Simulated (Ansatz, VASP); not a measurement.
## MgO: VASP beside Ansatz

File INCAR:

```
SYSTEM = MgO
PREC = Accurate
ENCUT = 520
EDIFF = 1E-6
ISMEAR = 0
SIGMA = 0.05
LREAL = .FALSE.
LASPH = .TRUE.
NELM = 60
ALGO = Normal
ISIF = 2
LWAVE = .FALSE.
LCHARG = .FALSE.
GGA = PS
NBANDS = 16
```

Contents of KPOINTS:

```
Automatic mesh
0
G
  9 9 6
  0 0 0
```

POSCAR

```
MgO
1.0
    3.2399209199      0.0000000000      0.0000000000
   -1.6199604600      2.8058538229      0.0000000000
    0.0000000000      0.0000000000      5.2182166336
Mg O
2 2
Direct
    0.3333333333      0.6666666667      0.0390610606
    0.6666666667      0.3333333333      0.5390610606
    0.3333333333      0.6666666667      0.4009416620
    0.6666666667      0.3333333333      0.9009416620
```

Input for Ansatz:

```yaml
crystal:
  lattice:
    - [3.2399209199, 0.0, 0.0]
    - [-1.61996046, 2.8058538229, 0.0]
    - [0.0, 0.0, 5.2182166336]
  atoms:
    - { symbol: Mg, position: [0.3333333333, 0.6666666667, 0.0390610606] }
    - { symbol: Mg, position: [0.6666666667, 0.3333333333, 0.5390610606] }
    - { symbol: O, position: [0.3333333333, 0.6666666667, 0.400941662] }
    - { symbol: O, position: [0.6666666667, 0.3333333333, 0.900941662] }
basis:
  ecutwfc: 520.0
kpoints:
  mp_grid: { grid: [9, 9, 6] }
hamiltonian:
  xc: pbesol
  pseudopotentials: { kind: paw, azcp: { folder: soft_1 } }
scf:
  occupations: { method: gaussian, width: 0.05 }
output:
  forces: true
  stress: true
  eigenvalues: true
```

Alike in both runs: task single point; functional PBEsol; k mesh 9 × 9 × 6; occupations gaussian, width 0.05 eV; no spin polarisation.

```csv
,VASP,Ansatz
version,VASP 6.6.1,Ansatz 0.2.0
potentials or method,"VASP PAW PBE potentials, release 64 (Mg, O), cutoff 520 eV","scalar-relativistic, plane waves, PAW"
valence electrons in the cell,16,32
```

VASP gave:

```
gap on the k mesh at the Fermi level (eV)                     : 3.59
least direct gap on the mesh (eV)                             : 3.59
pressure (GPa)                                                : 1.4
traceless stress, the component that is largest in VASP (GPa) : 5.40
rms of the force components (eV/Å)                            : 0.619
```

Which values does Ansatz return?

gap on the k mesh at the Fermi level (eV): 3.59; least direct gap on the mesh (eV): 3.59; pressure (GPa): 1.6; traceless stress, the component that is largest in VASP (GPa): 5.26; rms of the force components (eV/Å): 0.609.

VASP's potentials were made for PBE, not for PBEsol, and Ansatz warns of the same on its side. Atom by atom the forces differ by 0.010 eV/Å (rms over components). With one functional, cell and mesh, what is left measures potentials, basis and numerics. VASP's potentials hold 16 valence electrons a cell and Ansatz's 32, so a difference there can come from the potentials and not from the codes.
